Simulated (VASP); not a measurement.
Here is a VASP 6.6.1 calculation.

The input POSCAR:

```
CdS
1.0
    0.0000000000      2.9392138847      2.9392138847
    2.9392138847      0.0000000000      2.9392138847
    2.9392138847      2.9392138847      0.0000000000
Cd S
1 1
Direct
    0.0000000000      0.0000000000      0.0000000000
    0.2500000000      0.2500000000      0.2500000000
```

File INCAR.step1:

```
SYSTEM = CdS
PREC = Accurate
ENCUT = 520
EDIFF = 1E-5
ISMEAR = 0
SIGMA = 0.01
LREAL = .False.
LASPH = .True.
NELM = 100
ALGO = Normal
ISIF = 2
LWAVE = .True.
LCHARG = .False.
NBANDS = 16
GGA = PE
```

Contents of INCAR.step2:

```
SYSTEM = CdS
PREC = Accurate
ENCUT = 520
EDIFF = 1E-6
ISMEAR = 0
SIGMA = 0.01
LREAL = .False.
LASPH = .True.
NELM = 100
ALGO = Normal
ISIF = 2
LWAVE = .False.
LCHARG = .False.
GGA = PE
LHFCALC = .True.
AEXX = 0.25
PRECFOCK = Normal
NBANDS = 16
ISTART = 1
```

File KPOINTS:

```
regular mesh
0
Gamma
  6 6 6
  0 0 0
```

Potentials or basis: VASP PAW PBE potentials, release 64 (Cd, S).

Launch:

```bash
$ cat potpaw_PBE.64/Cd/POTCAR potpaw_PBE.64/S/POTCAR > POTCAR
$ cp INCAR.step1 INCAR
$ mpirun -np 1 vasp_std > vasp.out
$ cp INCAR.step2 INCAR
$ mpirun -np 1 vasp_std > vasp.out
```

Estimate the band gap on the k mesh.

2.77 eV.

Predict the pressure.

0.3 GPa.

Caveat: the PAW data sets were made with another functional, which shifts forces and pressure a little.
